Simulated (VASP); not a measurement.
# CO in VASP: a series of runs

CO is run at these levels: r2SCAN+D3(BJ); tasks: single point.

Program: VASP 6.6.1. These are calculated values, not measurements. Logs are shortened: lines on timing, memory, paths and dates and some standing lists are left out, and cuts for length are marked.

## (1) The cell of the first run

The cell holds a disordered packing, 16 atoms: a = 7.742 Å, b = 7.742 Å, c = 7.742 Å, α = 90.00°, β = 90.00°, γ = 90.00°.

## (2) Single point, r2SCAN+D3(BJ)

Input file POSCAR:

```
CO
1.0
    7.7417530000      0.0000000000      0.0000000000
    0.0000000000      7.7417530000      0.0000000000
    0.0000000000      0.0000000000      7.7417530000
O C
8 8
Direct
    0.8781098665      0.3130435475      0.6184564417
    0.4757677877      0.1868541846      0.1598948712
    0.6913476963      0.7832440583      0.7338835779
    0.1558364191      0.7960211879      1.0279719309
    0.4564377558      0.4402690945      0.6062583925
    0.3610313810     -0.0060232642      0.5669775914
    0.9056054023      0.3047236026      0.0501174519
    0.8063620882      0.8671513219      0.3127027082
    0.8893983340      0.3932167483      0.4975382009
    0.4189706625      0.1940413885      0.0260969757
    0.6709397475      0.8693669417      0.8495640043
    0.1025195843      0.8811649796      0.9225575250
    0.3476091215      0.5203242505      0.6602212650
    0.2504468619      0.0600336823      0.4992949238
    0.8385957930      0.4309047035      0.0228070505
    0.6798007982      0.7962717726      0.3009275892
```

Input file INCAR.step1:

```
SYSTEM = CO
PREC = Accurate ; ENCUT = 520
ISMEAR = -1 ; SIGMA = 0.05
LREAL = Auto ; LASPH = .TRUE.
NELM = 60 ; NBANDS = 54
GGA = PE ; ALGO = Normal
EDIFF = 1E-4 ; LWAVE = .TRUE.
LCHARG = .FALSE.
```

Input file INCAR.step2:

```
SYSTEM = CO
PREC = Accurate ; ENCUT = 520
EDIFF = 1E-6 ; ISMEAR = -1
SIGMA = 0.05 ; LREAL = Auto
LASPH = .TRUE. ; NELM = 60
ALGO = Normal ; ISIF = 2
LWAVE = .FALSE. ; LCHARG = .FALSE.
METAGGA = R2SCAN ; LMIXTAU = .TRUE.
IVDW = 12 ; VDW_S6 = 1.0
VDW_S8 = 0.78981345 ; VDW_A1 = 0.49484001
VDW_A2 = 5.73083694 ; NBANDS = 54
ISTART = 1
```

Input file KPOINTS:

```
Automatic mesh
0
G
  1 1 1
  0 0 0
```

Potentials or basis: VASP PAW PBE potentials, release 64 (O, C).

Started as:

```sh
$ cat potpaw_PBE.64/O/POTCAR potpaw_PBE.64/C/POTCAR > POTCAR
$ cp INCAR.step1 INCAR
$ mpirun -np 1 vasp_gam > vasp.out
$ cp INCAR.step2 INCAR
$ mpirun -np 1 vasp_gam > vasp.out
```

OUTCAR:

```text
SYSTEM = CO
   PREC = Accurate
   ENCUT = 520
   EDIFF = 1E-6
   ISMEAR = -1
   LREAL = Auto
   LASPH = .TRUE.
   NELM = 60
   ISIF = 2
   METAGGA = R2SCAN
   IVDW = 12
   ISTART = 1
 IVDW          = 12

 ion  position               nearest neighbor table
   1  0.878  0.313  0.618-   9 1.13
   2  0.476  0.187  0.160-  10 1.13
   3  0.691  0.783  0.734-  11 1.13
   4  0.156  0.796  0.028-  12 1.13
   5  0.456  0.440  0.606-  13 1.13
   6  0.361  0.994  0.567-  14 1.13
[... 8 lines left out ...]
  15  0.839  0.431  0.023-   7 1.13
  16  0.680  0.796  0.301-   8 1.13

  LATTYP: Found a simple cubic cell.
 ALAT       =     7.7417530000

  Lattice vectors:

 A1 = (   7.7417530000,   0.0000000000,   0.0000000000)
 A2 = (   0.0000000000,   7.7417530000,   0.0000000000)
 A3 = (   0.0000000000,   0.0000000000,   7.7417530000)

Analysis of symmetry for initial positions (statically):
=====================================================================
 Subroutine PRICEL returns:
 Original cell was already a primitive cell.

 Routine SETGRP: Setting up the symmetry group for a
 simple cubic supercell.

 Subroutine GETGRP returns: Found  1 space group operations
 (whereof  1 operations were pure point group operations)
 out of a pool of 48 trial point group operations.

The static configuration has the point symmetry C_1 .

Analysis of symmetry for dynamics (positions and initial velocities):
=====================================================================
 Subroutine PRICEL returns:
 Original cell was already a primitive cell.

 Routine SETGRP: Setting up the symmetry group for a
 simple cubic supercell.

 Subroutine GETGRP returns: Found  1 space group operations
 (whereof  1 operations were pure point group operations)
 out of a pool of 48 trial point group operations.

The dynamic configuration has the point symmetry C_1 .

 Subroutine INISYM returns: Found  1 space group operations
 (whereof  1 operations are pure point group operations),
 and found     1 'primitive' translations

----------------------------------------------------------------------------------------

                                     Primitive cell

  volume of cell :     463.9999

  direct lattice vectors                    reciprocal lattice vectors
     7.741753000  0.000000000  0.000000000     0.129169711  0.000000000  0.000000000
     0.000000000  7.741753000  0.000000000     0.000000000  0.129169711  0.000000000
     0.000000000  0.000000000  7.741753000     0.000000000  0.000000000  0.129169711

  length of vectors
     7.741753000  7.741753000  7.741753000     0.129169711  0.129169711  0.129169711

  position of ions in fractional coordinates (direct lattice)
     0.878109866  0.313043548  0.618456442
     0.475767788  0.186854185  0.159894871
     0.691347696  0.783244058  0.733883578
     0.155836419  0.796021188  0.027971931
     0.456437756  0.440269095  0.606258393
     0.361031381  0.993976736  0.566977591
[... 8 lines left out ...]
     0.838595793  0.430904703  0.022807050
     0.679800798  0.796271773  0.300927589

  ion indices of the primitive-cell ions
   primitive index   ion index
                 1           1
                 2           2
                 3           3
                 4           4
                 5           5
                 6           6
[... 8 lines left out ...]
                15          15
                16          16

----------------------------------------------------------------------------------------

 KPOINTS: Automatic mesh

Automatic generation of k-mesh.
 Grid dimensions read from file:
 generate k-points for:    1    1    1

 Generating k-lattice:

  Cartesian coordinates                     Fractional coordinates (reciprocal lattice)
     0.129169711  0.000000000  0.000000000     1.000000000  0.000000000  0.000000000
     0.000000000  0.129169711  0.000000000     0.000000000  1.000000000  0.000000000
     0.000000000  0.000000000  0.129169711     0.000000000  0.000000000  1.000000000

  Length of vectors
     0.129169711  0.129169711  0.129169711

  Shift w.r.t. Gamma in fractional coordinates (k-lattice)
     0.000000000  0.000000000  0.000000000

 Subroutine IBZKPT returns following result:
 ===========================================

 Found      1 irreducible k-points:

 Following reciprocal coordinates:
            Coordinates               Weight
  0.000000  0.000000  0.000000      1.000000
   k-points           NKPTS =      1   k-points in BZ     NKDIM =      1   number of bands    NBANDS=     54
   number of dos      NEDOS =    301   number of ions     NIONS =     16
   total plane-waves  NPLWV = 216000
   dimension x,y,z NGX =    60 NGY =   60 NGZ =   60
   dimension x,y,z NGXF=   120 NGYF=  120 NGZF=  120
   ions per type =               8   8
   NGX,Y,Z   is equivalent  to a cutoff of  12.88, 12.88, 12.88 a.u.
   NGXF,Y,Z  is equivalent  to a cutoff of  25.77, 25.77, 25.77 a.u.
 SYSTEM =  CO
   PREC   = accura    normal or accurate (medium, high low for compatibility)
   ISTART =      1    job   : 0-new  1-cont  2-samecut
   ICHARG =      0    charge: 1-file 2-atom 10-const
   ISPIN  =      1    spin polarized calculation?
   LNONCOLLINEAR =      F non collinear calculations
   LSORBIT =      F    spin-orbit coupling
   LASPH  =      T    aspherical Exc in radial PAW
   ENCUT  =  520.0 eV  38.22 Ry    6.18 a.u.  14.39 14.39 14.39*2*pi/ulx,y,z
   NELM   =     60;   NELMIN=  2; NELMDL=  0     # of ELM steps
   EDIFF  = 0.1E-05   stopping-criterion for ELM
   LREAL  =      T    real-space projection
   EDIFFG = 0.1E-04   stopping-criterion for IOM
   NSW    =      0    number of steps for IOM
   IBRION =     -1    ionic relax: 0-MD 1-quasi-New 2-CG
   NFREE  =      0    steps in history (QN), initial steepest desc. (CG)
   ISIF   =      2    stress and relaxation
   ISYM   =      2    0-nonsym 1-usesym 2-fastsym
   POTIM  = 0.5000    time-step for ionic-motion
   TEBEG  =    0.0;   TEEND  =   0.0 temperature during run
   PSTRESS=    0.0 pullay stress
   NELECT =      80.0000    total number of electrons
   NUPDOWN=      -1.0000    fix difference up-down
   EMIN   =  10.00;   EMAX   =-10.00  energy-range for DOS
   EFERMI =   0.00;   METHOD = LEGACY
   ISMEAR =    -1;   SIGMA  =   0.05  broadening in eV -4-tet -1-fermi 0-gaus
   EFERMI_NEDOS =   21; number of points for ismear=-14 and -15
   IALGO  =     38    algorithm
   IMIX   =      4    mixing-type and parameters
     AMIX     =   0.40;   BMIX     =  1.00
     AMIX_MAG =   1.60;   BMIX_MAG =  1.00
  volume/ion in A,a.u.               =      29.00       195.70
  Fermi-wavevector in a.u.,A,eV,Ry     =   0.911169  1.721859 11.295946  0.830229
  Thomas-Fermi vector in A             =   2.035417
   LORBIT       =      0    0 simple, 1 ext, 2 COOP (PROOUT), +10 PAW based schemes
   METAGGA = R2SCAN    functional components
   LHFCALC =     F    Hartree Fock is set to
   AEXX    =    0.0000 exact exchange contribution
   IVDW    =    12    specifies the selected vdW correction
   LEPSILON=     F    determine dielectric tensor
   LRPA    =     F    only Hartree local field effects (RPA)
 non-spin polarized calculation
  energy-cutoff  :      520.00
  volume of cell :      464.00
 maximum number of plane-waves:      6267
 NGX is ok and might be reduce to    60
   NGX = 29   NGY = 29   NGZ = 29

 number of electron      80.0000001 magnetization

 Free energy of the ion-electron system (eV)
  ---------------------------------------------------
  ext. energy  EPLUGINS =         0.00000000
  ---------------------------------------------------
  free energy    TOTEN  =      -131.95354134 eV

  energy without entropy =     -131.95354134  energy(sigma->0) =     -131.95354134

 E-fermi :  -5.3201     XC(G=0):  -5.5114

 val. band max:       -6.5249815094   @ k =   0.0000   0.0000   0.0000
 cond. band min:       0.3655188067   @ k =   0.0000   0.0000   0.0000
 fundamental gap:      6.8905003161
 Fermi energy:        -5.3201381547

 k-point     1 :       0.0000    0.0000    0.0000
  band No.  band energies     occupation
      1     -28.3919      2.00000
      2     -28.3677      2.00000
      3     -28.3171      2.00000
      4     -28.2757      2.00000
      5     -28.2737      2.00000
      6     -28.2712      2.00000
[... 44 lines left out ...]
     51       1.1795      0.00000
     52       1.2203      0.00000
 [bands above 52 left out]

------------------------ aborting loop because EDIFF is reached ----------------------------------------

 Edisp (eV)   -0.38761

 E8    (eV) :    -0.0754

  FORCE on cell =-STRESS in cart. coord.  units (eV):
  Direction    XX          YY          ZZ          XY          YZ          ZX
  --------------------------------------------------------------------------------------
  -------------------------------------------------------------------------------------
  Total       2.06081     1.90338     2.82827    -1.13616    -0.70920     0.80876
  in kB       7.11593     6.57232     9.76592    -3.92313    -2.44884     2.79263
  external pressure =        7.82 kB  Pullay stress =        0.00 kB

 VOLUME and BASIS-vectors are now :
 -----------------------------------------------------------------------------
  energy-cutoff  :      520.00
  volume of cell :      464.00
      direct lattice vectors                 reciprocal lattice vectors
     7.741753000  0.000000000  0.000000000     0.129169711  0.000000000  0.000000000
     0.000000000  7.741753000  0.000000000     0.000000000  0.129169711  0.000000000
     0.000000000  0.000000000  7.741753000     0.000000000  0.000000000  0.129169711

 POSITION                                       TOTAL-FORCE (eV/Angst)
 -----------------------------------------------------------------------------------
      6.79811      2.42351      4.78794        -0.089680     -0.551774      0.843466
      3.68328      1.44658      1.23787         0.410217     -0.059153      0.956193
      5.35224      6.06368      5.68155         0.132843     -0.532098     -0.704756
      1.20645      6.16260      0.21655         0.362211     -0.547887      0.709266
      3.53363      3.40845      4.69350         0.775408     -0.575363     -0.395729
      2.79502      7.69512      4.38940         0.806662     -0.488355      0.489464
[... 8 lines left out ...]
      6.49220      3.33596      0.17657        -0.464036      0.895830     -0.192382
      5.26285      6.16454      2.32971        -0.899046     -0.504891     -0.088274
 -----------------------------------------------------------------------------------
    total drift:                                0.005302     -0.004135     -0.002300

  FREE ENERGIE OF THE ION-ELECTRON SYSTEM (eV)
  ---------------------------------------------------
  free  energy   TOTEN  =      -132.3411537798 eV

  energy  without entropy=     -132.3411537797  energy(sigma->0) =     -132.34115378
```

Run time: 3.8 min. Hardware: 1 thread of AMD EPYC 7R13, shared host; peak memory 0.48 GiB.

Results:

| Item | Value |
| --- | --- |
| Free energy | -132.3412 eV |
| Pressure | 0.8 GPa |
| Largest force | 1.066 eV/Å |
| Dispersion energy per atom | -0.024 eV |

Forces on the atoms (eV/Å):
```
O   -0.090 -0.552  0.843
O    0.410 -0.059  0.956
O    0.133 -0.532 -0.705
O    0.362 -0.548  0.709
O    0.775 -0.575 -0.396
O    0.807 -0.488  0.489
O    0.485 -0.900  0.193
O    0.896  0.506  0.085
C    0.073  0.553 -0.847
C   -0.404  0.066 -0.946
C   -0.133  0.523  0.701
C   -0.360  0.549 -0.700
C   -0.782  0.576  0.388
C   -0.809  0.491 -0.492
C   -0.464  0.896 -0.192
C   -0.899 -0.505 -0.088
```

Caveat: the k points lie up to 0.81 Å⁻¹ apart; the PAW data sets were made with another functional, which shifts forces and pressure a little.

## (3) Single point, r2SCAN+D3(BJ)

Input file POSCAR:

```
CO
1.0
    7.7417530000      0.0000000000      0.0000000000
    0.0000000000      7.7417530000      0.0000000000
    0.0000000000      0.0000000000      7.7417530000
O C
8 8
Direct
    0.8792711418      0.3010945971      0.6188520869
    0.4692606442      0.1823488814      0.1572899575
    0.7117638602      0.7791646156      0.7334772887
    0.1624567459      0.8063419228      1.0341456257
    0.4515514768      0.4361156963      0.6181933213
    0.3601768230      0.0066909910      0.5612811465
    0.9042913149      0.2992862211      0.0458810815
    0.8069490205      0.8577902188      0.3101493938
    0.8919685244      0.3945876341      0.5037489571
    0.3942259589      0.1902282338      0.0311299004
    0.6767072006      0.8698934208      0.8430261208
    0.1043820437      0.8863496420      0.9279810400
    0.3569604972      0.5361318037      0.6571638232
    0.2393127241      0.0616785371      0.4990859305
    0.8408173188      0.4241674980      0.0209513272
    0.6813573102      0.7820063492      0.3065972268
```

Input file INCAR.step1:

```
  PREC = Accurate
  ENCUT = 520
  ISMEAR = -1
  SIGMA = 0.05
  LREAL = Auto
  LASPH = True
  NELM = 60
  NBANDS = 54
  GGA = PE
  ALGO = Normal
  EDIFF = 1E-4
  LWAVE = True
  LCHARG = False
```

Input file INCAR.step2:

```
  PREC = Accurate
  ENCUT = 520
  EDIFF = 1E-6
  ISMEAR = -1
  SIGMA = 0.05
  LREAL = Auto
  LASPH = True
  NELM = 60
  ALGO = Normal
  ISIF = 2
  LWAVE = False
  LCHARG = False
  METAGGA = R2SCAN
  LMIXTAU = True
  IVDW = 12
  VDW_S6 = 1.0
  VDW_S8 = 0.78981345
  VDW_A1 = 0.49484001
  VDW_A2 = 5.73083694
  NBANDS = 54
  ISTART = 1
```

Input file KPOINTS:

```
Automatic mesh
0
Gamma
  1 1 1
```

Potentials or basis: VASP PAW PBE potentials, release 64 (O, C).

Started as:

```sh
$ cat potpaw_PBE.64/O/POTCAR potpaw_PBE.64/C/POTCAR > POTCAR
$ cp INCAR.step1 INCAR
$ mpirun -np 1 vasp_gam > vasp.out
$ cp INCAR.step2 INCAR
$ mpirun -np 1 vasp_gam > vasp.out
```

Wall time 5.4 min (1 thread of AMD EPYC 7R13, shared host); peak memory 0.48 GiB.

The run converged. Its results:

* Free energy: -132.2204 eV
* Pressure: 0.6 GPa
* Largest force: 4.478 eV/Å
* Dispersion energy per atom: -0.024 eV

Forces in eV/Å, atoms in the order of the input:
```
O    0.149  1.266 -1.535
O   -0.185  0.019 -0.304
O    0.012 -0.053 -0.072
O    0.629 -0.841  1.130
O    2.395 -2.521 -0.997
O   -0.016 -0.010  0.002
O    2.002 -3.925  0.799
O   -0.112 -0.060 -0.012
C   -0.178 -1.277  1.532
C    0.209  0.013  0.305
C   -0.042  0.064  0.060
C   -0.619  0.819 -1.121
C   -2.396  2.524  0.991
C    0.038 -0.008  0.000
C   -1.991  3.924 -0.773
C    0.107  0.067 -0.005
```

Stress tensor (GPa, compression positive):
```
 0.71 -1.47  0.04
-1.47  1.54  0.19
 0.04  0.19 -0.30
```

Levels at points of the mesh, in eV from the Fermi level:
```csv
k point,band 37,band 38,band 39,band 40,band 41,band 42,band 43,band 44
"(0.00, 0.00, 0.00)",-1.41,-1.33,-1.31,-1.22,5.69,5.77,5.88,5.96
```

Caveat: the k points lie up to 0.81 Å⁻¹ apart; the PAW data sets were made with another functional, which shifts forces and pressure a little.

## (4) Single point, r2SCAN+D3(BJ)

Input file POSCAR:

```
CO
1.0
    7.7417530000      0.0000000000      0.0000000000
    0.0000000000      7.7417530000      0.0000000000
    0.0000000000      0.0000000000      7.7417530000
O C
8 8
Direct
    0.8812345214      0.2991828853      0.6174699709
    0.4670001742      0.1829172282      0.1509218907
    0.7327797722      0.7746824266      0.7387344959
    0.1732553338      0.8208218475      1.0385503128
    0.4499110214      0.4315947564      0.6242126299
    0.3615331050      0.0179804238      0.5510638224
    0.9045625713      0.2874155246      0.0413213906
    0.8044431281      0.8452995077      0.3002937448
    0.8885067762      0.3931926012      0.5121579053
    0.3791260196      0.1779054434      0.0363741907
    0.6892366625      0.8801107449      0.8295020521
    0.1087479799      0.8794003115      0.9222588217
    0.3680432584      0.5488291864      0.6616072613
    0.2373880954      0.0686666185      0.4965929551
    0.8475728947      0.4230178876      0.0225013637
    0.6821452454      0.7700194000      0.3146444998
```

Input file INCAR.step1:

```
ALGO = Normal
EDIFF = 1E-4
ENCUT = 520
GGA = PE
ISMEAR = -1
LASPH = True
LCHARG = False
LREAL = Auto
LWAVE = True
NBANDS = 54
NELM = 100
PREC = Accurate
SIGMA = 0.05
```

Input file INCAR.step2:

```
ALGO = Normal
EDIFF = 1E-6
ENCUT = 520
ISIF = 2
ISMEAR = -1
ISTART = 1
IVDW = 12
LASPH = True
LCHARG = False
LMIXTAU = True
LREAL = Auto
LWAVE = False
METAGGA = R2SCAN
NBANDS = 54
NELM = 100
PREC = Accurate
SIGMA = 0.05
VDW_A1 = 0.49484001
VDW_A2 = 5.73083694
VDW_S6 = 1.0
VDW_S8 = 0.78981345
```

Input file KPOINTS:

```
k-points
0
Gamma
  1 1 1
```

Started as:

```sh
$ cat potpaw_PBE.64/O/POTCAR potpaw_PBE.64/C/POTCAR > POTCAR
$ cp INCAR.step1 INCAR
$ mpirun -np 1 vasp_gam > vasp.out
$ cp INCAR.step2 INCAR
$ mpirun -np 1 vasp_gam > vasp.out
```

Wall time 5.8 min (1 thread of AMD EPYC 7R13, shared host); peak memory 0.48 GiB.

It converged, with:

```
Free energy                : -132.1580 eV
Pressure                   : 1.2 GPa
Largest force              : 5.644 eV/Å
Dispersion energy per atom : -0.024 eV
```

Forces in eV/Å, atoms in the order of the input:
```
O   -0.321 -3.726  4.204
O    1.303  0.064  1.698
O    0.205 -0.570 -0.521
O    0.568 -0.561  1.041
O   -0.595  0.880  0.266
O    1.565 -0.669  0.694
O   -0.602  1.443 -0.176
O    1.900  1.176 -0.227
C    0.296  3.730 -4.226
C   -1.235  0.021 -1.699
C   -0.270  0.575  0.507
C   -0.561  0.494 -1.023
C    0.590 -0.864 -0.270
C   -1.541  0.631 -0.691
C    0.604 -1.457  0.211
C   -1.905 -1.167  0.213
```

Stress tensor (GPa, compression positive):
```
 1.14  0.56  0.64
 0.56  0.46 -1.18
 0.64 -1.18  2.01
```

Levels at points of the mesh, in eV from the Fermi level:
```
           k point  band 37  band 38  band 39  band 40  band 41  band 42  band 43  band 44
(0.00, 0.00, 0.00)    -1.45    -1.33    -1.28    -1.23     5.75     5.81     5.90     5.96
```

Caveat: the k points lie up to 0.81 Å⁻¹ apart; the PAW data sets were made with another functional, which shifts forces and pressure a little.

(Part 1 of 2 ends here.)
